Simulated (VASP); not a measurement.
Here is a VASP 6.6.1 calculation.

The input INCAR:

```
SYSTEM = InAs
PREC     = Accurate       ! precision mode
ENCUT    = 520            ! plane-wave cutoff, eV
EDIFF    = 1E-6           ! SCF threshold, eV
ISMEAR   = 0              ! smearing method
SIGMA    = 0.05           ! smearing width, eV
LREAL    = .False.        ! projectors in reciprocal space
LASPH    = .True.         ! aspherical terms in the spheres
NELM     = 60             ! most SCF steps
ALGO     = Normal         ! electronic algorithm
ISIF     = 2              ! what is computed and relaxed
LWAVE    = .False.        ! write WAVECAR
LCHARG   = .False.        ! write CHGCAR
GGA      = CA             ! functional
NBANDS   = 16             ! bands
```

The input KPOINTS:

```
regular mesh
0
Gamma
  6 6 6
  0 0 0
```

The input POSCAR:

```
InAs
1.0
    0.0000000000      2.9734823140      2.9734823140
    2.9734823140      0.0000000000      2.9734823140
    2.9734823140      2.9734823140      0.0000000000
In As
1 1
Direct
    0.0000000000      0.0000000000      0.0000000000
    0.7500000000      0.7500000000      0.7500000000
```

Potentials or basis: VASP PAW LDA potentials, release 64 (In_d, As).

The run is started by

```sh
$ cat potpaw_LDA.64/In_d/POTCAR potpaw_LDA.64/As/POTCAR > POTCAR
$ mpirun -np 1 vasp_std > vasp.out
```

Task: What does it give for the band gap on the k mesh?

Result: Zero (filled and empty bands touch).

Task: Estimate the pressure.

Result: 2.9 GPa.

Caveat: spin-orbit coupling is left out, which moves the levels of the heavy elements.
